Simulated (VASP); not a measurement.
Crystal: PbS.

```
Pb S
1.0
     0.00000    2.94510    2.94510
     2.94510    0.00000    2.94510
     2.94510    2.94510    0.00000
Pb S
1 1
Direct
  0.00000 0.00000 0.00000
  0.50000 0.50000 0.50000
```

Base run:

```yaml
Program: VASP 6.6.1
Functional: PBEsol
Potentials_or_basis: VASP PAW PBE potentials, release 64 (Pb_d, S)
Cutoff: 520 eV
k_mesh: 8 × 8 × 8
Occupations: fermi-dirac, width 0.06 eV
Spin: no spin polarisation
```

Its results: band gap on the k mesh 0.17 eV, direct; pressure 0.3 GPa.

**Question.** After a change of settings the same cell gave: band gap on the k mesh 0.13 eV, direct; pressure -1.4 GPa. Which change was it?
A. functional from PBEsol to PBE; further incar settings from ALGO = Normal; EDIFF = 1e-06; NBANDS = 17 to ALGO = Normal; EDIFF = 1e-07; NBANDS = 17
B. further incar settings from ALGO = Normal; EDIFF = 1e-06; NBANDS = 17 to ALGO = Normal; EDIFF = 1e-07; NBANDS = 17
C. functional from PBEsol to LDA; potentials or basis from VASP PAW PBE potentials, release 64 (Pb_d, S) to VASP PAW LDA potentials, release 64 (Pb_d, S)

**Answer.** C.

Caveats: spin-orbit coupling is left out, which moves the levels of the heavy elements; the PAW data sets were made with another functional, which shifts forces and pressure a little (some runs).
